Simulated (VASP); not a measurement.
System: Te2Mo, a slab with vacuum.

```
Te Mo
1.0
     3.48755    0.00000    0.00000
    -1.74378    3.02031    0.00000
     0.00000    0.00000   17.16632
Te Mo
2 1
Cartesian
  0.0000 2.0135 1.7534
  0.0000 2.0135 15.4129
  0.0000 0.0000 0.0000
```

Base run:

- Program: VASP 6.6.1
- Functional: LDA
- Potentials or basis: VASP PAW LDA potentials, release 64 (Te, Mo_sv)
- Cutoff: 520 eV
- k mesh: 9 × 9 × 2
- Occupations: fermi-dirac, width 0.05 eV
- Spin: no spin polarisation

Its results: band gap on the k mesh 1.14 eV; largest force 0.570 eV/Å.

Problem. The run is repeated on the same cell with these changes: functional from LDA to r2SCAN; potentials or basis from VASP PAW LDA potentials, release 64 (Te, Mo_sv) to VASP PAW PBE potentials, release 64 (Te, Mo_sv). What comes out?

Solution. Band gap on the k mesh 1.23 eV; largest force 1.012 eV/Å.

Caveats: spin-orbit coupling is left out, which moves the levels of the heavy elements; the PAW data sets were made with another functional, which shifts forces and pressure a little (at least some runs).

A k mesh can miss the band edges.
